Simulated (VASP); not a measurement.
BN, 4 atoms in the cell. Symmetry: P6_3/mmc, No. 194, hexagonal system. The conventional cell has a = 2.356 Å, b = 2.356 Å, c = 7.522 Å, α = 90.00°, β = 90.00°, γ = 120.00°. B (site symmetry -6m2) has 3 N at 1.36 Å within 1.8 Å. Within 1.8 Å of N (site symmetry -6m2) lie 3 B at 1.36 Å.  This cell differs from its parent crystal: ratio of the length along z to the lengths across it x 1.2, volume and fractional coordinates fixed.

* Program: VASP 6.6.1
* Task: single point
* Functional: PBEsol
* Potentials or basis: VASP PAW PBE potentials, release 64 (B, N)
* Cutoff: 520 eV
* k mesh: 12 × 12 × 4
* Occupations: gaussian, width 0.05 eV
* Spin: no spin polarisation
* Dipole correction: no
* Further INCAR settings: ALGO = Normal; EDIFF = 1e-06; NBANDS = 16

Potentials or basis: VASP PAW PBE potentials, release 64 (B, N).

The run is started by

```sh
$ cat potpaw_PBE.64/B/POTCAR potpaw_PBE.64/N/POTCAR > POTCAR
$ mpirun -np 1 vasp_std > vasp.out
```

Hardware: 1 thread of Intel(R) Xeon(R) Platinum 8488C (Sapphire Rapids), on a shared host.

Q: How long does it take, and how much memory?

A: Run time: 27 s on 1 thread of Intel(R) Xeon(R) Platinum 8488C (Sapphire Rapids) (shared host), peak memory 0.15 GiB. Counts: scf iterations 13, k points 57.
